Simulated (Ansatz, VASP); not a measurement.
# V: VASP beside Ansatz

File INCAR:

```
PREC     = Accurate       # precision mode
ENCUT    = 520            # plane-wave cutoff, eV
EDIFF    = 1E-7           # SCF threshold, eV
ISMEAR   = -1             # smearing method
SIGMA    = 0.05           # smearing width, eV
LREAL    = False          # projectors in reciprocal space
LASPH    = True           # aspherical terms in the spheres
NELM     = 150            # most SCF steps
ALGO     = Normal         # electronic algorithm
ISIF     = 2              # what is computed and relaxed
LWAVE    = False          # write WAVECAR
LCHARG   = False          # write CHGCAR
ISPIN    = 2              # spin polarisation
MAGMOM   = 1              # initial moments
LORBIT   = 11             # projections on sites
LMAXMIX  = 4              # l up to which the mixer works
GGA      = PE             # functional
NBANDS   = 16             # bands
```

Contents of KPOINTS:

```
regular mesh
0
Gamma
  11 11 11
```

Contents of POSCAR:

```
V
1.0
   -1.4755032581      1.4755032581      1.4755032581
    1.4755032581     -1.4755032581      1.4755032581
    1.4755032581      1.4755032581     -1.4755032581
V
1
Direct
    0.0000000000      0.0000000000      0.0000000000
```

Input for Ansatz:

```yaml
crystal:
  lattice:
    - [-1.4755032580566816, 1.4755032580566816, 1.4755032580566816]
    - [1.4755032580566816, -1.4755032580566816, 1.4755032580566816]
    - [1.4755032580566816, 1.4755032580566816, -1.4755032580566816]
  atoms:
    - { symbol: V, position: [0.0, 0.0, 0.0], spin: 1.0 }
basis:
  ecutwfc: 550.0
kpoints:
  mp_grid:
    grid: [11, 11, 11]
hamiltonian:
  xc: pbe
magnetization:
  spin_polarized: true
scf:
  occupations:
    method: fermi_dirac
    width: 0.05
```

Alike in both runs: task single point; functional PBE; k mesh 11 × 11 × 11; occupations fermi-dirac, width 0.05 eV; collinear spin.

|  | VASP | Ansatz |
| --- | --- | --- |
| version | VASP 6.6.1 | Ansatz 0.2.0 |
| potentials or method | VASP PAW PBE potentials, release 64 (V_sv), cutoff 520 eV | plane waves, PAW |
| valence electrons in the cell | 13 | 13 |

|  | VASP | Ansatz | Ansatz less VASP |
| --- | --- | --- | --- |
| net moment per atom (μB) | 0.00 | 0.00 | 0.000 |

With one functional, cell and mesh, what is left measures potentials, basis and numerics. Ansatz's warnings: seeded moment not kept.
